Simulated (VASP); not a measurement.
# Sn3TeW (Pm-3m) in VASP: single point with PBE

Aim: the single point of Sn3TeW with PBE.

Everything below comes from runs of VASP 6.6.1. Logs are shortened: lines on timing, memory, paths and dates and some standing lists are left out, and cuts for length are marked.

### 1 The cell of the first run

Symmetry: Pm-3m, No. 221, cubic system. Conventional cell: a = 5.188 Å, b = 5.188 Å, c = 5.188 Å, α = 90.00°, β = 90.00°, γ = 90.00°. Within 3.4 Å of Sn (site symmetry 4/mmm) lie 2 W at 2.59 Å. Within 4.8 Å of Te (site symmetry m-3m) lie 12 Sn at 3.67 Å and 8 W at 4.49 Å. Within 3.4 Å of W (site symmetry m-3m) lie 6 Sn at 2.59 Å.

### 2 Single point, PBE

INCAR

```
ALGO = Normal
EDIFF = 1E-6
ENCUT = 520
GGA = PE
ISIF = 2
ISMEAR = 0
LASPH = True
LCHARG = False
LREAL = False
LWAVE = False
NBANDS = 39
NELM = 60
PREC = Accurate
SIGMA = 0.1
```

KPOINTS

```
k-points
0
Gamma
  4 4 4
```

POSCAR

```
Sn3TeW
1.0
    5.1879564100      0.0000000000      0.0000000000
    0.0000000000      5.1879564100      0.0000000000
    0.0000000000      0.0000000000      5.1879564100
Sn Te W
3 1 1
Direct
    0.5000000000      0.0000000000      0.0000000000
    0.0000000000      0.5000000000      0.0000000000
    0.0000000000      0.0000000000      0.5000000000
    0.5000000000      0.5000000000      0.5000000000
    0.0000000000      0.0000000000      0.0000000000
```

Potentials or basis: VASP PAW PBE potentials, release 64 (Sn_d, Te, W_sv).

The run is started by

```sh
$ cat potpaw_PBE.64/Sn_d/POTCAR potpaw_PBE.64/Te/POTCAR potpaw_PBE.64/W_sv/POTCAR > POTCAR
$ mpirun -np 1 vasp_std > vasp.out
```

OUTCAR:

```text
EDIFF = 1E-6
   ENCUT = 520
   GGA = PE
   ISIF = 2
   ISMEAR = 0
   LASPH = True
   LREAL = False
   NELM = 60
   PREC = Accurate

 ion  position               nearest neighbor table
   1  0.500  0.000  0.000-   5 2.59   5 2.59   4 3.67   2 3.67   3 3.67   4 3.67   2 3.67   4 3.67
                             4 3.67   2 3.67   3 3.67   3 3.67   3 3.67   2 3.67
   2  0.000  0.500  0.000-   5 2.59   5 2.59   4 3.67   1 3.67   3 3.67   4 3.67   1 3.67   3 3.67
                             3 3.67   3 3.67   1 3.67   4 3.67   4 3.67   1 3.67
   3  0.000  0.000  0.500-   5 2.59   5 2.59   4 3.67   1 3.67   1 3.67   2 3.67   2 3.67   2 3.67
                             4 3.67   2 3.67   1 3.67   4 3.67   1 3.67   4 3.67
   4  0.500  0.500  0.500-   1 3.67   2 3.67   3 3.67   1 3.67   2 3.67   1 3.67   3 3.67   1 3.67
                             2 3.67   3 3.67   2 3.67   3 3.67
   5  0.000  0.000  0.000-   1 2.59   2 2.59   3 2.59   3 2.59   2 2.59   1 2.59

  LATTYP: Found a simple cubic cell.
 ALAT       =     5.1879564100

  Lattice vectors:

 A1 = (   5.1879564100,   0.0000000000,   0.0000000000)
 A2 = (   0.0000000000,   5.1879564100,   0.0000000000)
 A3 = (   0.0000000000,   0.0000000000,   5.1879564100)

Analysis of symmetry for initial positions (statically):
=====================================================================
 Subroutine PRICEL returns:
 Original cell was already a primitive cell.

 Routine SETGRP: Setting up the symmetry group for a
 simple cubic supercell.

 Subroutine GETGRP returns: Found 48 space group operations
 (whereof 48 operations were pure point group operations)
 out of a pool of 48 trial point group operations.

The static configuration has the point symmetry O_h .

Analysis of symmetry for dynamics (positions and initial velocities):
=====================================================================
 Subroutine PRICEL returns:
 Original cell was already a primitive cell.

 Routine SETGRP: Setting up the symmetry group for a
 simple cubic supercell.

 Subroutine GETGRP returns: Found 48 space group operations
 (whereof 48 operations were pure point group operations)
 out of a pool of 48 trial point group operations.

The dynamic configuration has the point symmetry O_h .

 Subroutine INISYM returns: Found 48 space group operations
 (whereof 48 operations are pure point group operations),
 and found     1 'primitive' translations

----------------------------------------------------------------------------------------

                                     Primitive cell

  volume of cell :     139.6333

  direct lattice vectors                    reciprocal lattice vectors
     5.187956410  0.000000000  0.000000000     0.192754125  0.000000000  0.000000000
     0.000000000  5.187956410  0.000000000     0.000000000  0.192754125  0.000000000
     0.000000000  0.000000000  5.187956410     0.000000000  0.000000000  0.192754125

  length of vectors
     5.187956410  5.187956410  5.187956410     0.192754125  0.192754125  0.192754125

  position of ions in fractional coordinates (direct lattice)
     0.500000000  0.000000000  0.000000000
     0.000000000  0.500000000  0.000000000
     0.000000000  0.000000000  0.500000000
     0.500000000  0.500000000  0.500000000
     0.000000000  0.000000000  0.000000000

  ion indices of the primitive-cell ions
   primitive index   ion index
                 1           1
                 2           2
                 3           3
                 4           4
                 5           5

----------------------------------------------------------------------------------------

 KPOINTS: k-points

Automatic generation of k-mesh.
 Grid dimensions read from file:
 generate k-points for:    4    4    4

 Generating k-lattice:

  Cartesian coordinates                     Fractional coordinates (reciprocal lattice)
     0.048188531  0.000000000  0.000000000     0.250000000  0.000000000  0.000000000
     0.000000000  0.048188531  0.000000000     0.000000000  0.250000000  0.000000000
     0.000000000  0.000000000  0.048188531     0.000000000  0.000000000  0.250000000

  Length of vectors
     0.048188531  0.048188531  0.048188531

  Shift w.r.t. Gamma in fractional coordinates (k-lattice)
     0.000000000  0.000000000  0.000000000

 Subroutine IBZKPT returns following result:
 ===========================================

 Found     10 irreducible k-points:

 Following reciprocal coordinates:
            Coordinates               Weight
  0.000000  0.000000  0.000000      1.000000
  0.250000  0.000000  0.000000      6.000000
  0.500000  0.000000  0.000000      3.000000
  0.250000  0.250000  0.000000     12.000000
  0.500000  0.250000  0.000000     12.000000
  0.500000  0.500000  0.000000      3.000000
  0.250000  0.250000  0.250000      8.000000
  0.500000  0.250000  0.250000     12.000000
  0.500000  0.500000  0.250000      6.000000
  0.500000  0.500000  0.500000      1.000000
   k-points           NKPTS =     10   k-points in BZ     NKDIM =     10   number of bands    NBANDS=     39
   number of dos      NEDOS =    301   number of ions     NIONS =      5
   total plane-waves  NPLWV =  64000
   dimension x,y,z NGX =    40 NGY =   40 NGZ =   40
   dimension x,y,z NGXF=    80 NGYF=   80 NGZF=   80
   ions per type =               3   1   1
   NGX,Y,Z   is equivalent  to a cutoff of  12.82, 12.82, 12.82 a.u.
   NGXF,Y,Z  is equivalent  to a cutoff of  25.64, 25.64, 25.64 a.u.
 SYSTEM =  unknown system
   PREC   = accura    normal or accurate (medium, high low for compatibility)
   ISTART =      0    job   : 0-new  1-cont  2-samecut
   ICHARG =      2    charge: 1-file 2-atom 10-const
   ISPIN  =      1    spin polarized calculation?
   LNONCOLLINEAR =      F non collinear calculations
   LSORBIT =      F    spin-orbit coupling
   LASPH  =      T    aspherical Exc in radial PAW
   ENCUT  =  520.0 eV  38.22 Ry    6.18 a.u.   9.65  9.65  9.65*2*pi/ulx,y,z
   NELM   =     60;   NELMIN=  2; NELMDL= -5     # of ELM steps
   EDIFF  = 0.1E-05   stopping-criterion for ELM
   LREAL  =      F    real-space projection
   EDIFFG = 0.1E-04   stopping-criterion for IOM
   NSW    =      0    number of steps for IOM
   IBRION =     -1    ionic relax: 0-MD 1-quasi-New 2-CG
   NFREE  =      0    steps in history (QN), initial steepest desc. (CG)
   ISIF   =      2    stress and relaxation
   ISYM   =      2    0-nonsym 1-usesym 2-fastsym
   POTIM  = 0.5000    time-step for ionic-motion
   TEBEG  =    0.0;   TEEND  =   0.0 temperature during run
   PSTRESS=    0.0 pullay stress
   NELECT =      62.0000    total number of electrons
   NUPDOWN=      -1.0000    fix difference up-down
   EMIN   =  10.00;   EMAX   =-10.00  energy-range for DOS
[... 5 lines left out ...]
     AMIX     =   0.40;   BMIX     =  1.00
     AMIX_MAG =   1.60;   BMIX_MAG =  1.00
  volume/ion in A,a.u.               =      27.93       188.46
  Fermi-wavevector in a.u.,A,eV,Ry     =   1.248942  2.360159 21.223144  1.559857
  Thomas-Fermi vector in A             =   2.383006
   LORBIT       =      0    0 simple, 1 ext, 2 COOP (PROOUT), +10 PAW based schemes
   GGA     = PE    functional components
   LHFCALC =     F    Hartree Fock is set to
   AEXX    =    0.0000 exact exchange contribution
   IVDW    =     0    specifies the selected vdW correction
   LEPSILON=     F    determine dielectric tensor
   LRPA    =     F    only Hartree local field effects (RPA)
 non-spin polarized calculation
 Gauss-broadening in eV      SIGMA  =   0.10
  energy-cutoff  :      520.00
  volume of cell :      139.63
 maximum number of plane-waves:      3840
 NGX is ok and might be reduce to    40
   NGX = 19   NGY = 19   NGZ = 19

 number of electron      61.9999954 magnetization

 Free energy of the ion-electron system (eV)
  ---------------------------------------------------
  ext. energy  EPLUGINS =         0.00000000
  ---------------------------------------------------
  free energy    TOTEN  =       -24.91737918 eV

  energy without entropy =      -24.84369768  energy(sigma->0) =      -24.88053843

 E-fermi :   6.5722     XC(G=0): -10.0593

 val. band max:        6.5645815182   @ k =   0.5000   0.2500   0.0000
 cond. band min:       6.5740486698   @ k =   0.2500   0.2500   0.0000
 fundamental gap:      0.0094671516
 Fermi energy:         6.5721964415

 k-point     1 :       0.0000    0.0000    0.0000
  band No.  band energies     occupation
      1     -66.3726      2.00000
      2     -30.7208      2.00000
      3     -30.7208      2.00000
      4     -30.7208      2.00000
      5     -14.5187      2.00000
      6     -14.5187      2.00000
[... 31 lines left out ...]
     38      10.8958      0.00000
     39      11.6370      0.00000

 k-point     2 :       0.2500    0.0000    0.0000
  band No.  band energies     occupation
      1     -66.3725      2.00000
      2     -30.7280      2.00000
      3     -30.7210      2.00000
      4     -30.7210      2.00000
      5     -14.5181      2.00000
      6     -14.5117      2.00000
[... 31 lines left out ...]
     38      11.1574      0.00000
     39      11.2203      0.00000

 k-point     3 :       0.5000    0.0000    0.0000
  band No.  band energies     occupation
      1     -66.3724      2.00000
      2     -30.7352      2.00000
      3     -30.7212      2.00000
      4     -30.7212      2.00000
      5     -14.5175      2.00000
      6     -14.5006      2.00000
[... 31 lines left out ...]
     38      10.8634      0.00000
     39      10.8634      0.00000

 k-point     4 :       0.2500    0.2500    0.0000
  band No.  band energies     occupation
      1     -66.3724      2.00000
      2     -30.7282      2.00000
      3     -30.7282      2.00000
      4     -30.7212      2.00000
      5     -14.5140      2.00000
      6     -14.5101      2.00000
[... 31 lines left out ...]
     38      10.2895      0.00000
     39      10.6900      0.00000

 k-point     5 :       0.5000    0.2500    0.0000
  band No.  band energies     occupation
      1     -66.3724      2.00000
      2     -30.7353      2.00000
      3     -30.7283      2.00000
      4     -30.7213      2.00000
      5     -14.5128      2.00000
      6     -14.5018      2.00000
[... 31 lines left out ...]
     38      10.3598      0.00000
     39      10.5383      0.00000

 k-point     6 :       0.5000    0.5000    0.0000
  band No.  band energies     occupation
      1     -66.3723      2.00000
      2     -30.7355      2.00000
      3     -30.7355      2.00000
      4     -30.7215      2.00000
      5     -14.5049      2.00000
      6     -14.5028      2.00000
[... 31 lines left out ...]
     38      10.1929      0.00000
     39      11.1002      0.00000

 k-point     7 :       0.2500    0.2500    0.2500
  band No.  band energies     occupation
      1     -66.3723      2.00000
      2     -30.7283      2.00000
      3     -30.7283      2.00000
      4     -30.7283      2.00000
      5     -14.5103      2.00000
      6     -14.5103      2.00000
[... 31 lines left out ...]
     38      10.2098      0.00000
     39      12.6810      0.00000

 k-point     8 :       0.5000    0.2500    0.2500
  band No.  band energies     occupation
      1     -66.3723      2.00000
      2     -30.7355      2.00000
      3     -30.7285      2.00000
      4     -30.7285      2.00000
      5     -14.5104      2.00000
      6     -14.5089      2.00000
[... 31 lines left out ...]
     38      10.9550      0.00000
     39      12.7972      0.00000

 k-point     9 :       0.5000    0.5000    0.2500
  band No.  band energies     occupation
      1     -66.3722      2.00000
      2     -30.7357      2.00000
      3     -30.7357      2.00000
      4     -30.7287      2.00000
      5     -14.5130      2.00000
      6     -14.5038      2.00000
[... 31 lines left out ...]
     38      11.2321      0.00000
     39      12.5631      0.00000

 k-point    10 :       0.5000    0.5000    0.5000
  band No.  band energies     occupation
      1     -66.3722      2.00000
      2     -30.7359      2.00000
      3     -30.7359      2.00000
      4     -30.7359      2.00000
      5     -14.5179      2.00000
      6     -14.5047      2.00000
[... 31 lines left out ...]
     38      11.3833      0.00000
     39      13.4964      0.00000

------------------------ aborting loop because EDIFF is reached ----------------------------------------

  FORCE on cell =-STRESS in cart. coord.  units (eV):
  Direction    XX          YY          ZZ          XY          YZ          ZX
  --------------------------------------------------------------------------------------
  -------------------------------------------------------------------------------------
  Total        5.5434024      5.5434024      5.5434024     -0.0000000     -0.0000000      0.0000000
  in kB       63.6059926     63.6059926     63.6059926     -0.0000000     -0.0000000      0.0000000
  external PRESSURE =      63.6059926 kB  Pullay stress =       0.0000000 kB

 VOLUME and BASIS-vectors are now :
 -----------------------------------------------------------------------------
  energy-cutoff  :      520.00
  volume of cell :      139.63
      direct lattice vectors                 reciprocal lattice vectors
     5.187956410  0.000000000  0.000000000     0.192754125  0.000000000  0.000000000
     0.000000000  5.187956410  0.000000000     0.000000000  0.192754125  0.000000000
     0.000000000  0.000000000  5.187956410     0.000000000  0.000000000  0.192754125

 POSITION                                       TOTAL-FORCE (eV/Angst)
 -----------------------------------------------------------------------------------
      2.59398      0.00000      0.00000         0.000000      0.000000      0.000000
      0.00000      2.59398      0.00000         0.000000      0.000000      0.000000
      0.00000      0.00000      2.59398         0.000000      0.000000      0.000000
      2.59398      2.59398      2.59398         0.000000      0.000000      0.000000
      0.00000      0.00000      0.00000         0.000000      0.000000      0.000000
 -----------------------------------------------------------------------------------
    total drift:                               -0.000000      0.000000     -0.000000

  FREE ENERGIE OF THE ION-ELECTRON SYSTEM (eV)
  ---------------------------------------------------
  free  energy   TOTEN  =       -24.9173791814 eV

  energy  without entropy=      -24.8436976814  energy(sigma->0) =      -24.88053843
```

Run time: 35 s. Hardware: 1 thread of Intel Xeon 6975P-C (Granite Rapids), shared host; peak memory 0.26 GiB.

What came out:

```
Free energy            : -24.9174 eV
Pressure               : 6.4 GPa
Band gap on the k mesh : zero (band 31 reaches 7.07 eV, above the bottom of band 32 at 6.48 eV)
```

Levels at points of the mesh, in eV from the Fermi level:
```csv
k point,band 27,band 28,band 29,band 30,band 31,band 32,band 33,band 34
"(0.00, 0.00, 0.00)",-0.07,-0.07,-0.07,0.50,0.50,0.50,1.97,1.97
"(0.50, 0.00, 0.00)",-1.25,-1.25,-0.91,-0.03,0.02,0.02,0.41,1.56
"(0.50, 0.50, 0.00)",-1.52,-1.52,-1.45,-1.45,-1.27,0.03,2.48,3.04
"(0.50, 0.50, 0.50)",-4.14,-2.07,-2.07,0.12,0.12,0.12,4.44,4.44
```

Caveat: spin-orbit coupling is left out, which moves the levels of the heavy elements.
